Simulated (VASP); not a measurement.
Ta3TiN4, 8 atoms in the cell. It takes space group Pm-3m (No. 221, cubic). The conventional cell has a = 4.728 Å, b = 4.728 Å, c = 4.728 Å, α = 90.00°, β = 90.00°, γ = 90.00°. Ti (site symmetry m-3m) has 6 N at 2.36 Å within 3.1 Å. Within 3.1 Å of Ta (site symmetry 4/mmm) lie 6 N at 2.36 Å. N (site symmetry 4/mmm) has 2 Ti at 2.36 Å and 4 Ta at 2.36 Å within 3.1 Å. Within 3.1 Å of N (site symmetry m-3m) lie 6 Ta at 2.36 Å. 

* Program: VASP 6.6.1
* Task: single point
* Functional: PBE
* Potentials or basis: VASP PAW PBE potentials, release 64 (Ti_sv, Ta_pv, N)
* Cutoff: 520 eV
* k mesh: 4 × 4 × 4
* Occupations: gaussian, width 0.1 eV
* Spin: collinear spin
* Starting moments: [1.0, 0.0, 0.0, 0.0, 0.0, 0.0, 0.0, 0.0] μB
* Dipole correction: no
* Further INCAR settings: ALGO = Normal; EDIFF = 1e-06; NBANDS = 46

Potentials or basis: VASP PAW PBE potentials, release 64 (Ti_sv, Ta_pv, N).

The run is started by

```bash
$ cat potpaw_PBE.64/Ti_sv/POTCAR potpaw_PBE.64/Ta_pv/POTCAR potpaw_PBE.64/N/POTCAR > POTCAR
$ mpirun -np 1 vasp_std > vasp.out
```

Hardware: 1 thread of Intel Xeon 8259CL, on a shared host.

Problem. How long does it take, and how much memory?

Solution. It took 3.7 min on 1 thread of Intel Xeon 8259CL, with other jobs on the host, peak memory 0.28 GiB. Counts: scf iterations 18, k points 10.
